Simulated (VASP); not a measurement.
# FeO2 (R-3m) in VASP: single point with PBEsol

Aim: the single point of FeO2 with PBEsol.

All numbers are computed with VASP 6.6.1; they aren't measurements. Logs are shortened: lines on timing, memory, paths and dates and some standing lists are left out, and cuts for length are marked.

## Step 1: The cell of the first run

It takes space group R-3m (No. 166, trigonal). Conventional cell: a = 2.992 Å, b = 2.992 Å, c = 14.763 Å, α = 90.00°, β = 90.00°, γ = 120.00°. Within 2.6 Å of Fe (site symmetry -3m) lie 6 O at 1.98 Å. Within 2.6 Å of O (site symmetry 3m) lie 3 Fe at 1.98 Å and 3 O at 2.59 Å.

## Step 2: Single point, PBEsol, collinear spin, ferromagnetic start

The input, INCAR:

```
SYSTEM = FeO2
PREC = Accurate
ENCUT = 520
EDIFF = 1E-6
ISMEAR = -1
SIGMA = 0.02
LREAL = .False.
LASPH = .True.
NELM = 150
ALGO = Normal
ISIF = 2
LWAVE = .False.
LCHARG = .True.
ISPIN = 2
MAGMOM = 4.5 0 0
LORBIT = 11
LMAXMIX = 4
GGA = PS
LELF = .True.
LVHAR = .True.
NBANDS = 21
```

The input, KPOINTS:

```
Automatic mesh
0
Gamma
  5 5 5
  0.5 0.5 0.5
```

The input, POSCAR:

```
FeO2
1.0
    1.4958540000      0.8636320000      4.9211390000
   -1.4958540000      0.8636320000      4.9211390000
    0.0000000000     -1.7272630000      4.9211390000
Fe O
1 2
Direct
    0.5000000000      0.5000000000      0.5000000000
    0.7679160000      0.7679160000      0.7679160000
    0.2320840000      0.2320840000      0.2320840000
```

Potentials or basis: VASP PAW PBE potentials, release 64 (Fe, O).

Started as:

```sh
$ cat potpaw_PBE.64/Fe/POTCAR potpaw_PBE.64/O/POTCAR > POTCAR
$ mpirun -np 1 vasp_std > vasp.out
```

OUTCAR:

```text
SYSTEM = FeO2
   PREC = Accurate
   ENCUT = 520
   EDIFF = 1E-6
   ISMEAR = -1
   LREAL = .False.
   LASPH = .True.
   NELM = 150
   ISIF = 2
   ISPIN = 2
   LORBIT = 11
   GGA = PS

 ion  position               nearest neighbor table
   1  0.500  0.500  0.500-   3 1.98   2 1.98   3 1.98   3 1.98   2 1.98   2 1.98
   2  0.768  0.768  0.768-   1 1.98   1 1.98   1 1.98
   3  0.232  0.232  0.232-   1 1.98   1 1.98   1 1.98

  LATTYP: Found a trigonal (rhomboedric) cell.
 ALAT       =     5.2154624414
 COS(alpha) =     0.8354784602

  Lattice vectors:

 A1 = (   1.4958540000,   0.8636320000,   4.9211390000)
 A2 = (  -1.4958540000,   0.8636320000,   4.9211390000)
 A3 = (   0.0000000000,  -1.7272630000,   4.9211390000)

Analysis of symmetry for initial positions (statically):
=====================================================================
 Subroutine PRICEL returns:
 Original cell was already a primitive cell.

 Routine SETGRP: Setting up the symmetry group for a
 trigonal (rhombohedral) supercell.

 Subroutine GETGRP returns: Found 12 space group operations
 (whereof 12 operations were pure point group operations)
 out of a pool of 12 trial point group operations.

The static configuration has the point symmetry D_3d.

Analysis of symmetry for dynamics (positions and initial velocities):
=====================================================================
 Subroutine PRICEL returns:
 Original cell was already a primitive cell.

 Routine SETGRP: Setting up the symmetry group for a
 trigonal (rhombohedral) supercell.

 Subroutine GETGRP returns: Found 12 space group operations
 (whereof 12 operations were pure point group operations)
 out of a pool of 12 trial point group operations.

The dynamic configuration has the point symmetry D_3d.

Analysis of structural, dynamic, and magnetic symmetry:
=====================================================================
 Subroutine PRICEL returns:
 Original cell was already a primitive cell.

 Routine SETGRP: Setting up the symmetry group for a
 trigonal (rhombohedral) supercell.

 Subroutine GETGRP returns: Found 12 space group operations
 (whereof 12 operations were pure point group operations)
 out of a pool of 12 trial point group operations.

The overall configuration has the point symmetry D_3d.

 Subroutine INISYM returns: Found 12 space group operations
 (whereof 12 operations are pure point group operations),
 and found     1 'primitive' translations
[... 113 lines left out ...]
  Fermi-wavevector in a.u.,A,eV,Ry     =   1.320099  2.494626 23.710360  1.742662
  Thomas-Fermi vector in A             =   2.449950
   LORBIT       =     11    0 simple, 1 ext, 2 COOP (PROOUT), +10 PAW based schemes
   GGA     = PS    functional components
   LHFCALC =     F    Hartree Fock is set to
   AEXX    =    0.0000 exact exchange contribution
   IVDW    =     0    specifies the selected vdW correction
   LEPSILON=     F    determine dielectric tensor
   LRPA    =     F    only Hartree local field effects (RPA)
 spin polarized calculation
  energy-cutoff  :      520.00
  volume of cell :       38.14
 maximum number of plane-waves:      1047
 NGX is ok and might be reduce to    40
   NGX = 19   NGY = 19   NGZ = 19

 number of electron      20.0000003 magnetization       2.0001062

 Free energy of the ion-electron system (eV)
  ---------------------------------------------------
  ext. energy  EPLUGINS =         0.00000000
  ---------------------------------------------------
  free energy    TOTEN  =       -22.25941225 eV

  energy without entropy =      -22.25122714  energy(sigma->0) =      -22.25531969

 E-fermi :   0.6384     XC(G=0):  -9.9617

 val. band max:        0.5862345101   @ k =  -0.3000   0.1000   0.1000
 cond. band min:       0.6384505913   @ k =  -0.3000  -0.3000   0.1000
 fundamental gap:      0.0522160812
 Fermi energy:         0.6383919909

 spin component 1

 k-point     1 :       0.1000    0.1000    0.1000
  band No.  band energies     occupation
      1     -18.4544      1.00000
      2     -16.5716      1.00000
      3      -4.9727      1.00000
      4      -4.9727      1.00000
      5      -4.9556      1.00000
      6      -1.9712      1.00000
[... 445 lines left out ...]
     20      22.0000      0.00000
     21      22.0000      0.00000
 Fermi energy:         0.6383919909

 spin component 2

 k-point     1 :       0.1000    0.1000    0.1000
  band No.  band energies     occupation
      1     -18.3693      1.00000
      2     -16.5153      1.00000
      3      -4.3989      1.00000
      4      -4.2808      1.00000
      5      -4.2808      1.00000
      6      -0.9877      1.00000
[... 445 lines left out ...]
     20      22.3930      0.00000
     21      22.3930      0.00000

------------------------ aborting loop because EDIFF is reached ----------------------------------------

  FORCE on cell =-STRESS in cart. coord.  units (eV):
  Direction    XX          YY          ZZ          XY          YZ          ZX
  --------------------------------------------------------------------------------------
  -------------------------------------------------------------------------------------
  Total       -7.0470484     -7.0470477     -2.8827417      0.0000000     -0.0000002      0.0000000
  in kB     -295.9941901   -295.9941607   -121.0825786      0.0000000     -0.0000082      0.0000000
  external PRESSURE =    -237.6903098 kB  Pullay stress =       0.0000000 kB

 VOLUME and BASIS-vectors are now :
 -----------------------------------------------------------------------------
  energy-cutoff  :      520.00
  volume of cell :       38.14
      direct lattice vectors                 reciprocal lattice vectors
     1.495854000  0.863632000  4.921139000     0.334257220  0.192983506  0.067734984
    -1.495854000  0.863632000  4.921139000    -0.334257220  0.192983506  0.067734984
     0.000000000 -1.727263000  4.921139000     0.000000000 -0.385967011  0.067735023

 POSITION                                       TOTAL-FORCE (eV/Angst)
 -----------------------------------------------------------------------------------
      0.00000      0.00000      7.38171         0.000000     -0.000000      0.000000
      0.00000      0.00000     11.33706        -0.000000      0.000000      1.446886
      0.00000      0.00000      3.42635        -0.000000     -0.000000     -1.446886
 -----------------------------------------------------------------------------------
    total drift:                                0.000000      0.000000     -0.000000

  FREE ENERGIE OF THE ION-ELECTRON SYSTEM (eV)
  ---------------------------------------------------
  free  energy   TOTEN  =       -22.2594122489 eV

  energy  without entropy=      -22.2512271369  energy(sigma->0) =      -22.25531969

 total charge

# of ion       s       p       d       tot
------------------------------------------
    1        0.401   0.590   6.019   7.010
    2        1.582   3.281   0.000   4.862
    3        1.582   3.281   0.000   4.862
--------------------------------------------------
tot          3.564   7.151   6.019  16.735

 magnetization (x)

# of ion       s       p       d       tot
------------------------------------------
    1        0.019   0.030   1.861   1.910
    2        0.002   0.025   0.000   0.027
    3        0.002   0.025   0.000   0.027
--------------------------------------------------
tot          0.024   0.080   1.861   1.964
```

stdout:

```text
POSCAR found type information on POSCAR FeO
 POSCAR found :  2 types and       3 ions
 scaLAPACK will be used
 -----------------------------------------------------------------------------
|                                                                             |
|                                                                             |
|     You enforced a specific xc type in the INCAR file but a different       |
|     I HOPE YOU KNOW WHAT YOU ARE DOING!                                     |
|                                                                             |
 -----------------------------------------------------------------------------

 LDA part: xc-table for (Slater+PW92), standard interpolation
 POSCAR, INCAR and KPOINTS ok, starting setup
 FFT: planning ... GRIDC
 FFT: planning ... GRID_SOFT
 FFT: planning ... GRID
 WAVECAR not read
 entering main loop
```

Wall time 88 s (1 thread of Intel Xeon 6975P-C, shared host); peak memory 0.29 GiB.

Results:

```
Free energy                                           : -22.2594 eV
Pressure                                              : -23.8 GPa
Largest force                                         : 1.447 eV/Å
Band gap on the k mesh                                : zero (filled and empty bands overlap)
Net moment                                            : 2.00 μB per cell
Site moments                                          : Fe +1.91; O +0.03 μB
Valence electrons inside the program's atomic spheres : Fe 7.01; O 4.86
```

Forces on the atoms (eV/Å):
```
Fe   0.000  0.000  0.000
O    0.000  0.000  1.447
O    0.000  0.000 -1.447
```

Stress tensor (GPa, compression positive):
```
-29.60   0.00   0.00
  0.00 -29.60   0.00
  0.00   0.00 -12.11
```

Caveat: the k points lie up to 0.49 Å⁻¹ apart; the PAW data sets were made with another functional, which shifts forces and pressure a little; a cell with one magnetic atom can't hold antiferromagnetic order, which such compounds often take; semilocal functionals often make such compounds metallic where correlation or magnetic order opens a gap, which also shifts bond lengths. With open d or f shells a metallic result of PBEsol can be an artefact of self-interaction; +U or a hybrid may open a gap.
